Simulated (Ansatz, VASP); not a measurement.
La: VASP beside Ansatz

```
La
1.0
     0.00000    3.28507    3.28507
     3.28507    0.00000    3.28507
     3.28507    3.28507    0.00000
La
2
Direct
  0.12500 0.12500 0.12500
  0.87500 0.87500 0.87500
```

Alike in both runs: task single point; functional RPBE; k mesh 9 × 9 × 9; occupations fermi-dirac, width 0.1 eV; no spin polarisation.

|  | VASP | Ansatz |
| --- | --- | --- |
| version | VASP 6.6.1 | Ansatz 0.2.0 |
| potentials or method | VASP PAW PBE potentials, release 64 (La), cutoff 520 eV | plane waves (420 eV) with PAW, scalar-relativistic |
| valence electrons in the cell | 22 | 22 |

|  | VASP | Ansatz | Ansatz less VASP |
| --- | --- | --- | --- |
| pressure (GPa) | 3.8 | 3.9 | +0.11 |

VASP's potentials were made for PBE, not for RPBE.

Neither program's run includes spin-orbit coupling.
